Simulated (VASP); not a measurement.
# AlGeIr3 (P-6m2) in VASP: further runs, part 2 of 2

VASP 6.6.1. The steps go on from the part before.

## 3. Single point, PBE

This run uses another cell than the first one, of 16.25 Å³/atom.

File INCAR:

```
  PREC = Accurate
  ENCUT = 520
  EDIFF = 1E-7
  ISMEAR = 0
  SIGMA = 0.1
  LREAL = False
  LASPH = True
  NELM = 100
  ALGO = Normal
  ISIF = 2
  LWAVE = False
  LCHARG = False
  GGA = PE
  NBANDS = 30
```

File KPOINTS:

```
Automatic mesh
0
Gamma
  6 6 4
```

File POSCAR:

```
AlGeIr3
1.0
    4.1841775792      0.0000000000      0.0000000000
   -2.0920887896      3.6236040776      0.0000000000
    0.0000000000      0.0000000000      5.3583887599
Al Ge Ir
1 1 3
Direct
    0.6666666667      0.3333333333      0.0000000000
    0.3333333333      0.6666666667      0.5000000000
    0.0000000000      0.0000000000      0.7650019130
    0.0000000000      0.0000000000      0.2349980870
    0.6666666667      0.3333333333      0.5000000000
```

Potentials or basis: VASP PAW PBE potentials, release 64 (Al, Ge_d, Ir).

Run with:

```console
$ cat potpaw_PBE.64/Al/POTCAR potpaw_PBE.64/Ge_d/POTCAR potpaw_PBE.64/Ir/POTCAR > POTCAR
$ mpirun -np 1 vasp_std > vasp.out
```

OUTCAR:

```text
PREC = Accurate
   ENCUT = 520
   EDIFF = 1E-7
   ISMEAR = 0
   LREAL = False
   LASPH = True
   NELM = 100
   ISIF = 2
   GGA = PE

 ion  position               nearest neighbor table
   1  0.667  0.333  0.000-   5 2.68   5 2.68   3 2.72   4 2.72   3 2.72   4 2.72   3 2.72   4 2.72

   2  0.333  0.667  0.500-   5 2.42   5 2.42   5 2.42   3 2.80   4 2.80   4 2.80   3 2.80   4 2.80
                             3 2.80
   3  0.000  0.000  0.765-   4 2.52   1 2.72   1 2.72   1 2.72   5 2.80   2 2.80   5 2.80   2 2.80
                             5 2.80   2 2.80   4 2.84
   4  0.000  0.000  0.235-   3 2.52   1 2.72   1 2.72   1 2.72   5 2.80   2 2.80   5 2.80   2 2.80
                             5 2.80   2 2.80   3 2.84
   5  0.667  0.333  0.500-   2 2.42   2 2.42   2 2.42   1 2.68   1 2.68   3 2.80   4 2.80   3 2.80
                             4 2.80   3 2.80   4 2.80

  LATTYP: Found a hexagonal cell.
 ALAT       =     4.1841775792
 C/A-ratio  =     1.2806312969

  Lattice vectors:

 A1 = (   4.1841775792,   0.0000000000,   0.0000000000)
 A2 = (  -2.0920887896,   3.6236040776,   0.0000000000)
 A3 = (   0.0000000000,   0.0000000000,   5.3583887599)

Analysis of symmetry for initial positions (statically):
=====================================================================
 Subroutine PRICEL returns:
 Original cell was already a primitive cell.

 Routine SETGRP: Setting up the symmetry group for a
 hexagonal supercell.

 Subroutine GETGRP returns: Found 12 space group operations
 (whereof 12 operations were pure point group operations)
 out of a pool of 24 trial point group operations.

The static configuration has the point symmetry D_3h.

Analysis of symmetry for dynamics (positions and initial velocities):
=====================================================================
 Subroutine PRICEL returns:
 Original cell was already a primitive cell.

 Routine SETGRP: Setting up the symmetry group for a
 hexagonal supercell.
[... 127 lines left out ...]
     AMIX_MAG =   1.60;   BMIX_MAG =  1.00
  volume/ion in A,a.u.               =      16.25       109.65
  Fermi-wavevector in a.u.,A,eV,Ry     =   1.334435  2.521716 24.228116  1.780716
  Thomas-Fermi vector in A             =   2.463216
   LORBIT       =      0    0 simple, 1 ext, 2 COOP (PROOUT), +10 PAW based schemes
   GGA     = PE    functional components
   LHFCALC =     F    Hartree Fock is set to
   AEXX    =    0.0000 exact exchange contribution
   IVDW    =     0    specifies the selected vdW correction
   LEPSILON=     F    determine dielectric tensor
   LRPA    =     F    only Hartree local field effects (RPA)
 non-spin polarized calculation
 Gauss-broadening in eV      SIGMA  =   0.10
  energy-cutoff  :      520.00
  volume of cell :       81.24
 maximum number of plane-waves:      2209
 NGX is ok and might be reduce to    32
   NGX = 15   NGY = 15   NGZ = 19

 number of electron      43.9999992 magnetization

 Free energy of the ion-electron system (eV)
  ---------------------------------------------------
  ext. energy  EPLUGINS =         0.00000000
  ---------------------------------------------------
  free energy    TOTEN  =       -35.57977255 eV

  energy without entropy =      -35.55853928  energy(sigma->0) =      -35.56915592

 E-fermi :   7.9160     XC(G=0): -12.1736

 val. band max:        7.9132950752   @ k =   0.3333   0.3333   0.0000
 cond. band min:       7.9195720785   @ k =   0.3333   0.1667   0.2500
 fundamental gap:      0.0062770033
 Fermi energy:         7.9160384351

 k-point     1 :       0.0000    0.0000    0.0000
  band No.  band energies     occupation
      1     -16.9806      2.00000
      2     -16.9361      2.00000
      3     -16.9361      2.00000
      4     -16.8681      2.00000
      5     -16.8681      2.00000
      6      -3.9422      2.00000
[... 682 lines left out ...]
     29      15.5711      0.00000
     30      15.8437      0.00000

------------------------ aborting loop because EDIFF is reached ----------------------------------------

  FORCE on cell =-STRESS in cart. coord.  units (eV):
  Direction    XX          YY          ZZ          XY          YZ          ZX
  --------------------------------------------------------------------------------------
  -------------------------------------------------------------------------------------
  Total        0.0026385      0.0026385      0.1474040      0.0000000      0.0000000      0.0000000
  in kB        0.0520325      0.0520325      2.9069308      0.0000000      0.0000000      0.0000000
  external PRESSURE =       1.0036653 kB  Pullay stress =       0.0000000 kB

 VOLUME and BASIS-vectors are now :
 -----------------------------------------------------------------------------
  energy-cutoff  :      520.00
  volume of cell :       81.24
      direct lattice vectors                 reciprocal lattice vectors
     4.184177579  0.000000000  0.000000000     0.238995593  0.137984170  0.000000000
    -2.092088790  3.623604078  0.000000000     0.000000000  0.275968339  0.000000000
     0.000000000  0.000000000  5.358388760     0.000000000  0.000000000  0.186623264

 POSITION                                       TOTAL-FORCE (eV/Angst)
 -----------------------------------------------------------------------------------
      2.09209      1.20787      0.00000        -0.000000      0.000000      0.000000
     -0.00000      2.41574      2.67919        -0.000000      0.000000      0.000000
      0.00000      0.00000      4.09918        -0.000000      0.000000      0.024196
      0.00000      0.00000      1.25921        -0.000000     -0.000000     -0.024196
      2.09209      1.20787      2.67919         0.000000      0.000000      0.000000
 -----------------------------------------------------------------------------------
    total drift:                               -0.000002      0.000001     -0.000000

  FREE ENERGIE OF THE ION-ELECTRON SYSTEM (eV)
  ---------------------------------------------------
  free  energy   TOTEN  =       -35.5797725550 eV

  energy  without entropy=      -35.5585392791  energy(sigma->0) =      -35.56915592
```

OSZICAR:

```text
N       E                     dE             d eps       ncg     rms          rms(c)
DAV:   1     0.451401777627E+03    0.45140E+03   -0.19574E+04  1530   0.269E+03
DAV:   2     0.205096951025E+02   -0.43089E+03   -0.41069E+03  1260   0.757E+02
DAV:   3    -0.345065576410E+02   -0.55016E+02   -0.52562E+02  1506   0.170E+02
DAV:   4    -0.371364415382E+02   -0.26299E+01   -0.26190E+01  1472   0.437E+01
DAV:   5    -0.372057011640E+02   -0.69260E-01   -0.69244E-01  1516   0.670E+00    0.219E+01
DAV:   6    -0.358282744005E+02    0.13774E+01   -0.49366E+00  1708   0.178E+01    0.769E+00
DAV:   7    -0.356401460301E+02    0.18813E+00   -0.42070E-01  1696   0.672E+00    0.434E+00
DAV:   8    -0.356079605701E+02    0.32185E-01   -0.25648E-01  1802   0.510E+00    0.137E+00
DAV:   9    -0.355798586867E+02    0.28102E-01   -0.10034E-01  1732   0.349E+00    0.292E-01
DAV:  10    -0.355797921172E+02    0.66570E-04   -0.66796E-03  1660   0.903E-01    0.155E-01
DAV:  11    -0.355797733984E+02    0.18719E-04   -0.45394E-04  1476   0.204E-01    0.554E-02
DAV:  12    -0.355797726037E+02    0.79470E-06   -0.70229E-05  1744   0.130E-01    0.184E-02
DAV:  13    -0.355797730502E+02   -0.44649E-06   -0.80667E-06  1644   0.274E-02    0.774E-03
DAV:  14    -0.355797725923E+02    0.45792E-06   -0.72149E-07  1460   0.684E-03    0.159E-03
DAV:  15    -0.355797725550E+02    0.37327E-07   -0.65572E-08   870   0.293E-03
   1 F= -.35579773E+02 E0= -.35569156E+02  d E =-.212333E-01
```

Run time: 27 s. Hardware: 1 thread of Intel Xeon 6975P-C (Granite Rapids), shared host; peak memory 0.21 GiB.

What came out:

- Free energy: -35.5798 eV
- Pressure: 0.1 GPa
- Largest force: 0.024 eV/Å
- Band gap on the k mesh: zero (bands 22 and 23 overlap by 0.86 eV)

Forces in eV/Å, atoms in the order of the input:
```
Al   0.000  0.000  0.000
Ge   0.000  0.000  0.000
Ir   0.000  0.000  0.024
Ir   0.000  0.000 -0.024
Ir   0.000  0.000  0.000
```

Caveat: spin-orbit coupling is left out, which moves the levels of the heavy elements.

## 4. Relaxation of cell and atoms, PBE

File INCAR:

```
SYSTEM = AlGeIr3
  ALGO = Normal
  EDIFF = 1E-6
  EDIFFG = -0.04
  ENCUT = 600
  GGA = PE
  IBRION = 2
  ISIF = 3
  ISMEAR = 0
  LASPH = .True.
  LCHARG = .False.
  LREAL = .False.
  LWAVE = .False.
  NELM = 60
  NSW = 90
  PREC = Accurate
  SIGMA = 0.1
```

File KPOINTS:

```
k-points
0
Gamma
  6 6 4
  0 0 0
```

File POSCAR:

```
AlGeIr3
1.0
    4.0428167600      0.0000000000      0.0000000000
   -2.0214083800      3.5011820200      0.0000000000
    0.0000000000      0.0000000000      4.9910402000
Al Ge Ir
1 1 3
Direct
    0.6666666700      0.3333333300      0.0000000000
    0.3333333300      0.6666666700      0.5000000000
    0.0000000000      0.0000000000      0.7552470000
    0.0000000000      0.0000000000      0.2447530000
    0.6666666700      0.3333333300      0.5000000000
```

Potentials or basis: VASP PAW PBE potentials, release 64 (Al, Ge_d, Ir).

Run with:

```console
$ cat potpaw_PBE.64/Al/POTCAR potpaw_PBE.64/Ge_d/POTCAR potpaw_PBE.64/Ir/POTCAR > POTCAR
$ mpirun -np 1 vasp_std > vasp.out
```

OUTCAR:

```text
SYSTEM = AlGeIr3
   EDIFF = 1E-6
   EDIFFG = -0.04
   ENCUT = 600
   GGA = PE
   IBRION = 2
   ISIF = 3
   ISMEAR = 0
   LASPH = .True.
   LREAL = .False.
   NELM = 60
   NSW = 90
   PREC = Accurate

 ion  position               nearest neighbor table
   1  0.667  0.333  0.000-   5 2.50   5 2.50   3 2.63   4 2.63   3 2.63   4 2.63   3 2.63   4 2.63

   2  0.333  0.667  0.500-   5 2.33   5 2.33   5 2.33   3 2.66   4 2.66   4 2.66   3 2.66   4 2.66
                             3 2.66
   3  0.000  0.000  0.755-   4 2.44   4 2.55   1 2.63   1 2.63   1 2.63   2 2.66   5 2.66   5 2.66
                             2 2.66   5 2.66   2 2.66
   4  0.000  0.000  0.245-   3 2.44   3 2.55   1 2.63   1 2.63   1 2.63   5 2.66   2 2.66   5 2.66
                             2 2.66   5 2.66   2 2.66
   5  0.667  0.333  0.500-   2 2.33   2 2.33   2 2.33   1 2.50   1 2.50   3 2.66   4 2.66   3 2.66
                             4 2.66   3 2.66   4 2.66

  LATTYP: Found a hexagonal cell.
 ALAT       =     4.0428167600
[... 918 lines left out ...]
--------------------------------------- Ionic step        9  -------------------------------------------

 number of electron      43.9999992 magnetization

------------------------ aborting loop because EDIFF is reached ----------------------------------------
[... 73 lines left out ...]
--------------------------------------- Ionic step       11  -------------------------------------------

 number of electron      43.9999992 magnetization

 Free energy of the ion-electron system (eV)
  ---------------------------------------------------
  ext. energy  EPLUGINS =         0.00000000
  ---------------------------------------------------
  free energy    TOTEN  =       -35.57941225 eV

  energy without entropy =      -35.55819562  energy(sigma->0) =      -35.56880393

 E-fermi :   7.9092     XC(G=0): -12.1709

 val. band max:        7.9062756068   @ k =   0.3333   0.3333   0.0000
 cond. band min:       7.9126614928   @ k =   0.3333   0.1667   0.2500
 fundamental gap:      0.0063858859
 Fermi energy:         7.9092318624

 k-point     1 :       0.0000    0.0000    0.0000
  band No.  band energies     occupation
      1     -16.9869      2.00000
      2     -16.9423      2.00000
      3     -16.9423      2.00000
      4     -16.8740      2.00000
      5     -16.8740      2.00000
      6      -3.9452      2.00000
[... 630 lines left out ...]
  FREE ENERGIE OF THE ION-ELECTRON SYSTEM (eV)
  ---------------------------------------------------
  free  energy   TOTEN  =       -35.5794122503 eV

  energy  without entropy=      -35.5581956173  energy(sigma->0) =      -35.56880393

 reached required accuracy - stopping structural energy minimisation
```

OSZICAR:

```text
N       E                     dE             d eps       ncg     rms          rms(c)
DAV:   1     0.496829531856E+03    0.49683E+03   -0.22082E+04  1270   0.356E+03
DAV:   2     0.348301760684E+02   -0.46200E+03   -0.45412E+03  1092   0.853E+02
DAV:   3    -0.316115151380E+02   -0.66442E+02   -0.63647E+02  1252   0.214E+02
DAV:   4    -0.357333932004E+02   -0.41219E+01   -0.40260E+01  1350   0.592E+01
[... 105 lines left out ...]
DAV:   1    -0.355793472880E+02   -0.80920E-04   -0.53457E-02  1092   0.117E+00    0.450E-02
DAV:   2    -0.355794243864E+02   -0.77098E-04   -0.13804E-03  1484   0.279E-01    0.360E-02
DAV:   3    -0.355794153800E+02    0.90064E-05   -0.35821E-05  1312   0.461E-02    0.235E-02
DAV:   4    -0.355794125165E+02    0.28636E-05   -0.10879E-05  1478   0.333E-02    0.942E-03
DAV:   5    -0.355794122503E+02    0.26619E-06   -0.53674E-06  1144   0.260E-02
  11 F= -.35579412E+02 E0= -.35568804E+02  d E =-.146501E-03
```

It took 2.5 min on 1 thread of Intel Xeon 6975P-C (Granite Rapids), shared host; peak memory 0.22 GiB.

What came out:

| Quantity | Value |
| --- | --- |
| Free energy | -35.5794 eV |
| Relaxed volume | 16.26 Å³/atom |
| Relaxed cell | a = 4.183 Å, b = 4.183 Å, c = 5.363 Å, α = 90.00°, β = 90.00°, γ = 120.00° |
| Space group after relaxing (to 0.1 Å) | P-6m2 (No. 187) |
| Pressure after relaxing | 0.1 GPa |
| Band gap on the k mesh | zero (bands 22 and 23 overlap by 0.86 eV) |

Forces in eV/Å, atoms in the order of the input:
```
Al   0.000  0.000  0.000
Ge   0.000  0.000  0.000
Ir   0.000  0.000 -0.003
Ir   0.000  0.000  0.003
Ir   0.000  0.000  0.000
```

Final structure:
```xyz
5
Lattice="4.1834 0.0000 0.0000 -2.0917 3.6230 0.0000 0.0000 0.0000 5.3632" Properties=species:S:1:pos:R:3 pbc="T T T"
Al    2.0917    1.2077    0.0000
Ge    0.0000    2.4153    2.6816
Ir    0.0000    0.0000    4.1042
Ir    0.0000    0.0000    1.2590
Ir    2.0917    1.2077    2.6816
```

Caveat: the volume moved by over 15 % at a fixed basis, so the end points are rough; spin-orbit coupling is left out, which moves the levels of the heavy elements.

## 5. Single point, PBE

This run uses another cell than the first one, of 16.23 Å³/atom.

File INCAR:

```
ALGO = Fast ; EDIFF = 1E-6
ENCUT = 520 ; GGA = PE
ISIF = 2 ; ISMEAR = 0
LASPH = True ; LCHARG = False
LREAL = False ; LWAVE = False
NBANDS = 30 ; NELM = 100
PREC = Accurate ; SIGMA = 0.1
```

File KPOINTS:

```
k-points
0
Gamma
  12 12 8
```

File POSCAR:

```
AlGeIr3
1.0
    4.1837377413      0.0000000000      0.0000000000
   -2.0918688706      3.6232231667      0.0000000000
    0.0000000000      0.0000000000      5.3535208149
Al Ge Ir
1 1 3
Direct
    0.6666666667      0.3333333333      0.0000000000
    0.3333333333      0.6666666667      0.5000000000
    0.0000000000      0.0000000000      0.7644064958
    0.0000000000      0.0000000000      0.2355935042
    0.6666666667      0.3333333333      0.5000000000
```

Run with:

```console
$ cat potpaw_PBE.64/Al/POTCAR potpaw_PBE.64/Ge_d/POTCAR potpaw_PBE.64/Ir/POTCAR > POTCAR
$ mpirun -np 1 vasp_std > vasp.out
```

Wall time 1.7 min (1 thread of Intel Xeon 6975P-C (Granite Rapids), shared host); peak memory 0.35 GiB.

The run converged. Its results:

```yaml
Free_energy: -35.5863 eV
Pressure: 0.3 GPa
Largest_force: 0.034 eV/Å
Band_gap_on_the_k_mesh: zero (bands 22 and 23 overlap by 0.87 eV)
```

Forces on the atoms (eV/Å):
```
Al   0.000  0.000  0.000
Ge   0.000  0.000  0.000
Ir   0.000  0.000  0.034
Ir   0.000  0.000 -0.034
Ir   0.000  0.000  0.000
```

Stress tensor (GPa, compression positive):
```
0.30 0.00 0.00
0.00 0.30 0.00
0.00 0.00 0.18
```

Levels at points of the mesh, in eV from the Fermi level:
```csv
k point,band 20,band 21,band 22,band 23,band 24,band 25
"(0.00, 0.00, 0.00)",-0.64,0.59,0.59,2.23,2.66,4.21
"(0.50, 0.00, 0.00)",-1.08,-0.90,-0.67,-0.28,0.20,0.94
"(0.00, 0.00, 0.50)",-0.36,-0.35,-0.35,1.32,1.80,5.47
"(0.50, 0.00, 0.50)",-1.34,-1.21,-0.42,-0.17,0.21,2.28
```

Caveat: spin-orbit coupling is left out, which moves the levels of the heavy elements.

## 6. Relaxation of cell and atoms, PBE

This run uses another cell than the first one, of 16.25 Å³/atom.

File INCAR:

```
ALGO = Fast
EDIFF = 1E-6
EDIFFG = -0.01
ENCUT = 600
GGA = PE
IBRION = 2
ISIF = 3
ISMEAR = 0
LASPH = T
LCHARG = F
LREAL = F
LWAVE = F
NELM = 60
NSW = 100
PREC = Accurate
SIGMA = 0.1
```

KPOINTS is that of step 5.

File POSCAR:

```
AlGeIr3
1.0
    4.1841775792      0.0000000000      0.0000000000
   -2.0920887896      3.6236040776      0.0000000000
    0.0000000000      0.0000000000      5.3583887599
Al Ge Ir
1 1 3
Direct
    0.6666666667      0.3333333333      0.0000000000
    0.3333333333      0.6666666667      0.5000000000
    0.0000000000      0.0000000000      0.7650019130
    0.0000000000      0.0000000000      0.2349980870
    0.6666666667      0.3333333333      0.5000000000
```

Potentials or basis: VASP PAW PBE potentials, release 64 (Al, Ge_d, Ir).

Run with:

```console
$ cat potpaw_PBE.64/Al/POTCAR potpaw_PBE.64/Ge_d/POTCAR potpaw_PBE.64/Ir/POTCAR > POTCAR
$ mpirun -np 1 vasp_std > vasp.out
```

It took 6.9 min on 1 thread of Intel Xeon 6975P-C (Granite Rapids), shared host; peak memory 0.45 GiB.

The run converged. Its results:

```
Free energy                           : -35.5870 eV
Relaxed volume                        : 16.26 Å³/atom
Relaxed cell                          : a = 4.187 Å, b = 4.187 Å, c = 5.355 Å, α = 90.00°, β = 90.00°, γ = 120.00°
Space group after relaxing (to 0.1 Å) : P-6m2 (No. 187)
Energy gained by relaxing             : 0.0 meV/atom
Ionic steps                           : 6
Pressure after relaxing               : -0.1 GPa
Band gap on the k mesh                : zero (bands 22 and 23 overlap by 0.86 eV)
```

Step by step:
```
step  energy change (eV)  largest force (eV/Å)  pressure (GPa)  volume (Å³)
   1              0.0000                0.0374            0.10        81.24
   2             -0.0001                0.0028           -0.19        81.36
   3             -0.0001                0.0124           -0.07        81.32
   4             -0.0001                0.0071           -0.10        81.33
   5             -0.0001                0.0092            0.05        81.26
   6             -0.0001                0.0014           -0.07        81.29
```

Final structure:
```cif
data_structure
_symmetry_space_group_name_H-M 'P 1'
_symmetry_Int_Tables_number 1
_cell_length_a 4.1869
_cell_length_b 4.1869
_cell_length_c 5.3546
_cell_angle_alpha 90.000
_cell_angle_beta 90.000
_cell_angle_gamma 120.000
_cell_volume 81.29
loop_
_atom_site_label
_atom_site_type_symbol
_atom_site_fract_x
_atom_site_fract_y
_atom_site_fract_z
_atom_site_occupancy
Al1 Al 0.66667 0.33333 0.00000 1
Ge1 Ge 0.33333 0.66667 0.50000 1
Ir1 Ir 0.00000 0.00000 0.76467 1
Ir2 Ir 0.00000 0.00000 0.23533 1
Ir3 Ir 0.66667 0.33333 0.50000 1
```

Levels at points of the mesh, in eV from the Fermi level:
```
           k point  band 19  band 20  band 21  band 22  band 23  band 24  band 25  band 26
(0.00, 0.00, 0.00)    -0.89    -0.65     0.59     0.59     2.22     2.65     4.19     4.26
(0.50, 0.00, 0.00)    -1.25    -1.09    -0.90    -0.67    -0.27     0.21     0.93     2.99
(0.00, 0.00, 0.50)    -0.36    -0.36    -0.36    -0.36     1.31     1.79     5.46     5.56
(0.50, 0.00, 0.50)    -1.93    -1.34    -1.21    -0.42    -0.17     0.20     2.27     3.98
```

Caveat: spin-orbit coupling is left out, which moves the levels of the heavy elements.

## 7. The runs side by side

```csv
task,cell,k mesh,cutoff (eV),gap on the mesh (eV),pressure (GPa),relaxed volume (Å³/atom),largest force (eV/Å)
single point,"a = 4.043, b = 4.043, c = 4.991 Å, angles 90.0, 90.0, 120.0°, 5 atoms, atomic positions A",6 × 6 × 4,520,none,42.7,-,2.07
single point,"a = 4.184, b = 4.184, c = 5.358 Å, angles 90.0, 90.0, 120.0°, 5 atoms, atomic positions B",6 × 6 × 4,520,none,0.1,-,0.02
relaxation of cell and atoms,"relaxed from a = 4.043, b = 4.043, c = 4.991 Å, angles 90.0, 90.0, 120.0°, 5 atoms, atomic positions A",6 × 6 × 4,600,none,0.1,16.26,-
single point,"a = 4.184, b = 4.184, c = 5.354 Å, angles 90.0, 90.0, 120.0°, 5 atoms, atomic positions C",12 × 12 × 8,520,none,0.3,-,0.03
relaxation of cell and atoms,"relaxed from a = 4.184, b = 4.184, c = 5.358 Å, angles 90.0, 90.0, 120.0°, 5 atoms, atomic positions B",12 × 12 × 8,600,none,-0.1,16.26,-
```

Alike in all rows: level PBE; potentials or basis VASP PAW PBE potentials, release 64 (Al, Ge_d, Ir); no spin polarisation; smearing gaussian 0.1 eV.

Caveats: spin-orbit coupling is left out, which moves the levels of the heavy elements; the stress differs along the axes, from 38 to 53 GPa (at least some runs); forces of over 1 eV/Å act on the atoms, so gaps and moduli don't describe the material at rest (at least some runs); the volume moved by over 15 % at a fixed basis, so the end points are rough (at least some runs).

Absolute energies hang on the potentials; compare differences alone.
